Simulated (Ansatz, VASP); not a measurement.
One calculation of Ti, two programs

```xyz
2
Lattice="2.9500 0.0000 0.0000 -1.4750 2.5548 0.0000 0.0000 0.0000 4.6800" Properties=species:S:1:pos:R:3 pbc="T T T"
Ti    1.4750    0.8516    3.5100
Ti    0.0000    1.7032    1.1700
```

Alike in both runs: functional PBEsol; k mesh 6 × 6 × 3; occupations fermi-dirac, width 0.05 eV; no spin polarisation.

|  | VASP | Ansatz |
| --- | --- | --- |
| version | VASP 6.6.1 | Ansatz 0.2.0 |
| potentials or method | VASP PAW PBE potentials, release 64 (Ti_sv) | Ansatz PAW |
| plane-wave cutoff (eV) | 520 | 420 |
| valence electrons in the cell | 24 | 24 |
| task | single point | band structure |

VASP gave:

```
gap on the k mesh at the Fermi level (eV)                     : none
pressure (GPa)                                                : -5.4
traceless stress, the component that is largest in VASP (GPa) : -0.15
```

Task: What did Ansatz give for the same quantities?

Result: gap on the k mesh at the Fermi level (eV): none; pressure (GPa): -5.2; traceless stress, the component that is largest in VASP (GPa): -0.15.

VASP's potentials were made for PBE, not for PBEsol. A gap of «none» marks a metal or a gap that the smearing closes.

The k mesh is coarse, so the values compare programs but aren't converged.
